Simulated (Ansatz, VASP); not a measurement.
## Pt: VASP beside Ansatz

```
Pt
1.0
     0.00000    1.98471    1.98471
     1.98471    0.00000    1.98471
     1.98471    1.98471    0.00000
Pt
1
Direct
  0.00000 0.00000 0.00000
```

Alike in both runs: functional PBE; k mesh 24 × 24 × 24; no spin polarisation.

Ansatz relaxed the structure, and its values are those at the end. VASP's run is a single point on that final structure, the one shown.

|  | VASP | Ansatz |
| --- | --- | --- |
| version | VASP 6.6.1 | Ansatz 0.2.0 |
| potentials or method | VASP PAW PBE potentials, release 64 (Pt) | plane-wave PAW, scalar-relativistic |
| plane-wave cutoff (eV) | 520 | 420 |
| occupations | methfessel-paxton of order 1, width 0.1 eV | cold, width 0.1 eV |
| valence electrons in the cell | 10 | 18 |

VASP gave:

| Item | Value |
| --- | --- |
| pressure (GPa) | -0.5 |

Which values does Ansatz return?

Pressure (GPa): 0.0.

VASP's potentials hold 10 valence electrons a cell and Ansatz's 18, so a difference there can come from the potentials and not from the codes.

Spin-orbit coupling is off throughout.
